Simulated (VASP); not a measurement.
Input of a VASP 6.6.1 run:

INCAR

```
SYSTEM = Ag
ALGO = Fast ; EDIFF = 1E-7
ENCUT = 520 ; ISIF = 2
ISMEAR = 0 ; LASPH = .TRUE.
LCHARG = .FALSE. ; LREAL = .FALSE.
LWAVE = .FALSE. ; NBANDS = 54
NELM = 60 ; PREC = Accurate
SIGMA = 0.15
```

The input KPOINTS:

```
k-points
0
G
  10 10 10
  0 0 0
```

POSCAR

```
Ag
1.0
   -3.3113080000     -3.3113080000      3.3113080000
   -3.3113080000      3.3113080000     -3.3113080000
    3.3113080000     -3.3113080000     -3.3113080000
Ag
8
Direct
    0.5000000000      0.5000000000      0.5000000000
    0.0000000000      0.5000000000      0.5000000000
    0.5000000000      0.0000000000      0.5000000000
    0.0000000000      0.0000000000      0.5000000000
    0.5000000000      0.5000000000      0.0000000000
    0.0000000000      0.5000000000      0.0000000000
    0.5000000000      0.0000000000      0.0000000000
    0.0000000000      0.0000000000      0.0000000000
```

Potentials or basis: VASP PAW LDA potentials, release 64 (Ag).

Command:

```console
$ cat potpaw_LDA.64/Ag/POTCAR > POTCAR
$ mpirun -np 1 vasp_std > vasp.out
```

(1) What does it give for the pressure?

(2) What does it give for the band gap on the k mesh?

## Answers

(1) -11.3 GPa.

(2) zero (bands 44 and 45 overlap by 2.36 eV).

Caveat: the cell stands under tension.
